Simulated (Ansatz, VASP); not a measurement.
# Fe: VASP beside Ansatz

```
Fe
1.0
    -1.20890    1.80218    3.72295
     1.20890   -1.80218    3.72295
     1.20890    1.80218   -3.72295
Fe
3
Direct
  0.83400 0.83400 0.00000
  0.16600 0.16600 0.00000
  0.50000 0.50000 0.00000
```

Alike in both runs: functional PBE; k mesh 8 × 8 × 8; occupations gaussian, width 0.1 eV; collinear spin.

Ansatz relaxed the structure, and its values are those at the end. VASP's run is a single point on that final structure, the one shown.

|  | VASP | Ansatz |
| --- | --- | --- |
| version | VASP 6.6.1 | Ansatz 0.2.0 |
| potentials or method | VASP PAW PBE potentials, release 64 (Fe), cutoff 520 eV | scalar-relativistic, plane waves, PAW |
| valence electrons in the cell | 24 | 48 |

```csv
,VASP,Ansatz,Ansatz less VASP
gap on the k mesh at the Fermi level (eV),none,none,-
pressure (GPa),0.0,0.0,+0.04
net moment per atom (μB),0.47,0.46,-0.009
size of the moment on the site where the two differ most (μB),1.71,1.64,-0.062
```

Site moments also hang on the region over which each program counts them. A gap of «none» marks a metal or a gap that the smearing closes. VASP's potentials hold 24 valence electrons a cell and Ansatz's 48, so a difference there can come from the potentials and not from the codes.

The k mesh is coarse, so the values compare programs but aren't converged.
